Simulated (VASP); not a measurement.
Here is a VASP 6.6.1 calculation.

Contents of INCAR:

```
PREC     = Accurate       # precision mode
ENCUT    = 500            # plane-wave cutoff, eV
EDIFF    = 1E-6           # SCF threshold, eV
ISMEAR   = 0              # smearing method
SIGMA    = 0.2            # smearing width, eV
LREAL    = F              # projectors in reciprocal space
LASPH    = T              # aspherical terms in the spheres
NELM     = 120            # most SCF steps
ALGO     = Normal         # electronic algorithm
ISIF     = 2              # what is computed and relaxed
LWAVE    = F              # write WAVECAR
LCHARG   = T              # write CHGCAR
GGA      = PE             # functional
LELF     = T              # ELF
LVHAR    = T            
NBANDS   = 18             # bands
GGA_COMPAT= F
```

File KPOINTS:

```
regular mesh
0
Gamma
  6 6 3
```

Contents of POSCAR:

```
GaAs2
1.0
    2.9431590516      0.0000000000      0.0000000000
   -1.4715795258      2.5488505061      0.0000000000
    0.0000000000      0.0000000000      7.9937717701
Ga As
1 2
Direct
    0.0000000000      0.0000000000      0.0000000000
    0.0000000000      0.0000000000      0.6632300500
    0.0000000000      0.0000000000      0.3367699500
```

Potentials or basis: VASP PAW PBE potentials, release 64 (Ga_d, As).

The run is started by

```sh
$ cat potpaw_PBE.64/Ga_d/POTCAR potpaw_PBE.64/As/POTCAR > POTCAR
$ mpirun -np 1 vasp_std > vasp.out
```

Task: Predict the largest force.

Result: 0.014 eV/Å.

Task: Estimate the pressure.

Result: 0.2 GPa.

Task: What does it give for the band gap on the k mesh?

Result: Zero (an odd number of electrons rules out a gap without spin polarisation).

Forces in eV/Å, atoms in the order of the input:
```
Ga   0.000  0.000  0.000
As   0.000  0.000  0.014
As   0.000  0.000 -0.014
```

Caveat: the k points lie up to 0.41 Å⁻¹ apart, too coarse for converged energies and pressures of a metal; an odd number of electrons without spin polarisation forces a metal; a magnetic or distorted state may lie lower.
